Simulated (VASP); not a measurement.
# CO in VASP: notebook, part 2 of 2

VASP 6.6.1. Earlier steps stand in the parts before.

**3. Single point, PBE+D3(BJ)**

Input file INCAR:

```
  PREC = Accurate
  ENCUT = 520
  EDIFF = 1E-6
  ISMEAR = -1
  SIGMA = 0.02
  LREAL = F
  LASPH = T
  NELM = 80
  ALGO = Normal
  ISIF = 2
  LWAVE = F
  LCHARG = F
  GGA = PE
  IVDW = 12
  NBANDS = 42
```

Input file KPOINTS:

```
regular mesh
0
Gamma
  1 1 1
```

Input file POSCAR:

```
CO
1.0
    7.0338500000      0.0000000000      0.0000000000
    0.0000000000      7.0338500000      0.0000000000
    0.0000000000      0.0000000000      7.0338500000
O C
6 6
Direct
    0.8777269916      0.5916674368      0.3578694456
   -0.1413166331      0.2257511889     -0.0373764013
    0.2476595321      0.7951548583      0.8839255884
    0.4685058681      0.4362049233      0.3504339729
    0.3731953340      0.0677580557      0.3846684248
    0.6893522040      0.6144430148      0.7274821044
    0.9359454637      0.7307235724      0.3058637873
   -0.0586307641      0.0958934296      0.0187237430
    0.1190670827      0.7131371866      0.8321474015
    0.4016861321      0.4388634958      0.2064587672
    0.3811852684     -0.0763166687      0.4606296694
    0.7008537288      0.7764737661      0.7329272020
```

Potentials or basis: VASP PAW PBE potentials, release 64 (O, C).

Started as:

```
$ cat potpaw_PBE.64/O/POTCAR potpaw_PBE.64/C/POTCAR > POTCAR
$ mpirun -np 1 vasp_gam > vasp.out
```

OUTCAR:

```text
PREC = Accurate
   ENCUT = 520
   EDIFF = 1E-6
   ISMEAR = -1
   LREAL = F
   LASPH = T
   NELM = 80
   ISIF = 2
   GGA = PE
   IVDW = 12
 IVDW          = 12

 ion  position               nearest neighbor table
   1  0.878  0.592  0.358-   7 1.12
   2  0.859  0.226  0.963-   8 1.15
   3  0.248  0.795  0.884-   9 1.13
   4  0.469  0.436  0.350-  10 1.12
   5  0.373  0.068  0.385-  11 1.15
   6  0.689  0.614  0.727-  12 1.14
   7  0.936  0.731  0.306-   1 1.12
   8  0.941  0.096  0.019-   2 1.15
   9  0.119  0.713  0.832-   3 1.13
  10  0.402  0.439  0.206-   4 1.12
  11  0.381  0.924  0.461-   5 1.15
  12  0.701  0.776  0.733-   6 1.14

  LATTYP: Found a simple cubic cell.
 ALAT       =     7.0338500000

  Lattice vectors:

 A1 = (   7.0338500000,   0.0000000000,   0.0000000000)
 A2 = (   0.0000000000,   7.0338500000,   0.0000000000)
 A3 = (   0.0000000000,   0.0000000000,   7.0338500000)

Analysis of symmetry for initial positions (statically):
=====================================================================
 Subroutine PRICEL returns:
 Original cell was already a primitive cell.

 Routine SETGRP: Setting up the symmetry group for a
 simple cubic supercell.

 Subroutine GETGRP returns: Found  1 space group operations
 (whereof  1 operations were pure point group operations)
 out of a pool of 48 trial point group operations.

The static configuration has the point symmetry C_1 .

Analysis of symmetry for dynamics (positions and initial velocities):
=====================================================================
 Subroutine PRICEL returns:
 Original cell was already a primitive cell.

 Routine SETGRP: Setting up the symmetry group for a
 simple cubic supercell.

 Subroutine GETGRP returns: Found  1 space group operations
 (whereof  1 operations were pure point group operations)
 out of a pool of 48 trial point group operations.

The dynamic configuration has the point symmetry C_1 .

 Subroutine INISYM returns: Found  1 space group operations
 (whereof  1 operations are pure point group operations),
 and found     1 'primitive' translations

----------------------------------------------------------------------------------------

                                     Primitive cell

  volume of cell :     348.0001

  direct lattice vectors                    reciprocal lattice vectors
     7.033850000  0.000000000  0.000000000     0.142169651  0.000000000  0.000000000
     0.000000000  7.033850000  0.000000000     0.000000000  0.142169651  0.000000000
     0.000000000  0.000000000  7.033850000     0.000000000  0.000000000  0.142169651

  length of vectors
     7.033850000  7.033850000  7.033850000     0.142169651  0.142169651  0.142169651

  position of ions in fractional coordinates (direct lattice)
     0.877726992  0.591667437  0.357869446
     0.858683367  0.225751189  0.962623599
     0.247659532  0.795154858  0.883925588
     0.468505868  0.436204923  0.350433973
     0.373195334  0.067758056  0.384668425
     0.689352204  0.614443015  0.727482104
     0.935945464  0.730723572  0.305863787
     0.941369236  0.095893430  0.018723743
     0.119067083  0.713137187  0.832147402
     0.401686132  0.438863496  0.206458767
     0.381185268  0.923683331  0.460629669
     0.700853729  0.776473766  0.732927202

  ion indices of the primitive-cell ions
   primitive index   ion index
                 1           1
                 2           2
                 3           3
                 4           4
                 5           5
                 6           6
                 7           7
                 8           8
                 9           9
                10          10
                11          11
                12          12

----------------------------------------------------------------------------------------

 KPOINTS: regular mesh

Automatic generation of k-mesh.
 Grid dimensions read from file:
 generate k-points for:    1    1    1

 Generating k-lattice:

  Cartesian coordinates                     Fractional coordinates (reciprocal lattice)
     0.142169651  0.000000000  0.000000000     1.000000000  0.000000000  0.000000000
     0.000000000  0.142169651  0.000000000     0.000000000  1.000000000  0.000000000
     0.000000000  0.000000000  0.142169651     0.000000000  0.000000000  1.000000000

  Length of vectors
     0.142169651  0.142169651  0.142169651

  Shift w.r.t. Gamma in fractional coordinates (k-lattice)
     0.000000000  0.000000000  0.000000000

 Subroutine IBZKPT returns following result:
 ===========================================

 Found      1 irreducible k-points:

 Following reciprocal coordinates:
            Coordinates               Weight
  0.000000  0.000000  0.000000      1.000000
   k-points           NKPTS =      1   k-points in BZ     NKDIM =      1   number of bands    NBANDS=     42
   number of dos      NEDOS =    301   number of ions     NIONS =     12
   total plane-waves  NPLWV = 157464
   dimension x,y,z NGX =    54 NGY =   54 NGZ =   54
   dimension x,y,z NGXF=   108 NGYF=  108 NGZF=  108
   ions per type =               6   6
   NGX,Y,Z   is equivalent  to a cutoff of  12.76, 12.76, 12.76 a.u.
   NGXF,Y,Z  is equivalent  to a cutoff of  25.53, 25.53, 25.53 a.u.
 SYSTEM =  unknown system
   PREC   = accura    normal or accurate (medium, high low for compatibility)
   ISTART =      0    job   : 0-new  1-cont  2-samecut
   ICHARG =      2    charge: 1-file 2-atom 10-const
   ISPIN  =      1    spin polarized calculation?
   LNONCOLLINEAR =      F non collinear calculations
   LSORBIT =      F    spin-orbit coupling
   LASPH  =      T    aspherical Exc in radial PAW
   ENCUT  =  520.0 eV  38.22 Ry    6.18 a.u.  13.08 13.08 13.08*2*pi/ulx,y,z
   NELM   =     80;   NELMIN=  2; NELMDL= -5     # of ELM steps
   EDIFF  = 0.1E-05   stopping-criterion for ELM
   LREAL  =      F    real-space projection
   EDIFFG = 0.1E-04   stopping-criterion for IOM
   NSW    =      0    number of steps for IOM
   IBRION =     -1    ionic relax: 0-MD 1-quasi-New 2-CG
   NFREE  =      0    steps in history (QN), initial steepest desc. (CG)
   ISIF   =      2    stress and relaxation
   ISYM   =      2    0-nonsym 1-usesym 2-fastsym
   POTIM  = 0.5000    time-step for ionic-motion
   TEBEG  =    0.0;   TEEND  =   0.0 temperature during run
   PSTRESS=    0.0 pullay stress
   NELECT =      60.0000    total number of electrons
   NUPDOWN=      -1.0000    fix difference up-down
   EMIN   =  10.00;   EMAX   =-10.00  energy-range for DOS
   EFERMI =   0.00;   METHOD = LEGACY
   ISMEAR =    -1;   SIGMA  =   0.02  broadening in eV -4-tet -1-fermi 0-gaus
   EFERMI_NEDOS =   21; number of points for ismear=-14 and -15
   IALGO  =     38    algorithm
   IMIX   =      4    mixing-type and parameters
     AMIX     =   0.40;   BMIX     =  1.00
     AMIX_MAG =   1.60;   BMIX_MAG =  1.00
  volume/ion in A,a.u.               =      29.00       195.70
  Fermi-wavevector in a.u.,A,eV,Ry     =   0.911169  1.721859 11.295944  0.830228
  Thomas-Fermi vector in A             =   2.035417
   LORBIT       =      0    0 simple, 1 ext, 2 COOP (PROOUT), +10 PAW based schemes
   GGA     = PE    functional components
   LHFCALC =     F    Hartree Fock is set to
   AEXX    =    0.0000 exact exchange contribution
   IVDW    =    12    specifies the selected vdW correction
   LEPSILON=     F    determine dielectric tensor
   LRPA    =     F    only Hartree local field effects (RPA)
 non-spin polarized calculation
  energy-cutoff  :      520.00
  volume of cell :      348.00
 maximum number of plane-waves:      4718
 NGX is ok and might be reduce to    54
   NGX = 27   NGY = 27   NGZ = 27

 number of electron      59.9999994 magnetization

 Free energy of the ion-electron system (eV)
  ---------------------------------------------------
  ext. energy  EPLUGINS =         0.00000000
  ---------------------------------------------------
  free energy    TOTEN  =       -88.45871530 eV

  energy without entropy =      -88.45871530  energy(sigma->0) =      -88.45871530

 E-fermi :  -5.2942     XC(G=0):  -5.5040

 val. band max:       -5.8351244497   @ k =   0.0000   0.0000   0.0000
 cond. band min:      -0.1618679313   @ k =   0.0000   0.0000   0.0000
 fundamental gap:      5.6732565184
 Fermi energy:        -5.2942131897

 k-point     1 :       0.0000    0.0000    0.0000
  band No.  band energies     occupation
      1     -26.9373      2.00000
      2     -26.8525      2.00000
      3     -26.6232      2.00000
      4     -26.5569      2.00000
      5     -26.3273      2.00000
      6     -26.2411      2.00000
[... 34 lines left out ...]
     41       1.1928      0.00000
     42       1.5258      0.00000

------------------------ aborting loop because EDIFF is reached ----------------------------------------

 Edisp (eV)   -0.55613

 E8    (eV) :    -0.1447

  FORCE on cell =-STRESS in cart. coord.  units (eV):
  Direction    XX          YY          ZZ          XY          YZ          ZX
  --------------------------------------------------------------------------------------
  -------------------------------------------------------------------------------------
  Total       1.99181     2.29007     3.48673     1.98390    -0.52522     0.89995
  in kB       9.17020    10.54341    16.05274     9.13381    -2.41810     4.14334
  external pressure =       11.92 kB  Pullay stress =        0.00 kB

 VOLUME and BASIS-vectors are now :
 -----------------------------------------------------------------------------
  energy-cutoff  :      520.00
  volume of cell :      348.00
      direct lattice vectors                 reciprocal lattice vectors
     7.033850000  0.000000000  0.000000000     0.142169651  0.000000000  0.000000000
     0.000000000  7.033850000  0.000000000     0.000000000  0.142169651  0.000000000
     0.000000000  0.000000000  7.033850000     0.000000000  0.000000000  0.142169651

 POSITION                                       TOTAL-FORCE (eV/Angst)
 -----------------------------------------------------------------------------------
      6.17380      4.16170      2.51720        -0.886969     -2.321413      0.712600
      6.03985      1.58790      6.77095         0.472727     -0.768028      0.378857
      1.74200      5.59300      6.21740         0.934906      0.538051      0.391294
      3.29540      3.06820      2.46490         1.388730      0.145884      2.878419
      2.62500      0.47660      2.70570        -0.036204     -0.674813      0.285349
      4.84880      4.32190      5.11700        -0.162632      0.100787      0.104705
      6.58330      5.13980      2.15140         1.008614      2.218908     -0.765675
      6.62145      0.67450      0.13170        -0.535409      0.980716     -0.400146
      0.83750      5.01610      5.85320        -0.704282     -0.610883     -0.348745
      2.82540      3.08690      1.45220        -1.363853      0.153786     -2.964705
      2.68120      6.49705      3.24000        -0.060204      0.380584     -0.309917
      4.92970      5.46160      5.15530        -0.055423     -0.143578      0.037964
 -----------------------------------------------------------------------------------
    total drift:                               -0.000138     -0.001550      0.000983

  FREE ENERGIE OF THE ION-ELECTRON SYSTEM (eV)
  ---------------------------------------------------
  free  energy   TOTEN  =       -89.0148476641 eV

  energy  without entropy=      -89.0148476640  energy(sigma->0) =      -89.01484766
```

Wall time 49 s (1 thread of Intel Xeon 8259CL, shared host); peak memory 0.36 GiB.

Results:

| Property | Result |
| --- | --- |
| Free energy | -89.0148 eV |
| Pressure | 1.2 GPa |
| Largest force | 3.267 eV/Å |
| Dispersion energy per atom | -0.046 eV |

Forces in eV/Å, atoms in the order of the input:
```
O   -0.887 -2.321  0.713
O    0.473 -0.768  0.379
O    0.935  0.538  0.391
O    1.389  0.146  2.878
O   -0.036 -0.675  0.285
O   -0.163  0.101  0.105
C    1.009  2.219 -0.766
C   -0.535  0.981 -0.400
C   -0.704 -0.611 -0.349
C   -1.364  0.154 -2.965
C   -0.060  0.381 -0.310
C   -0.055 -0.144  0.038
```

Caveat: the k points lie up to 0.89 Å⁻¹ apart; the atoms stand as in a frame of molecular dynamics.
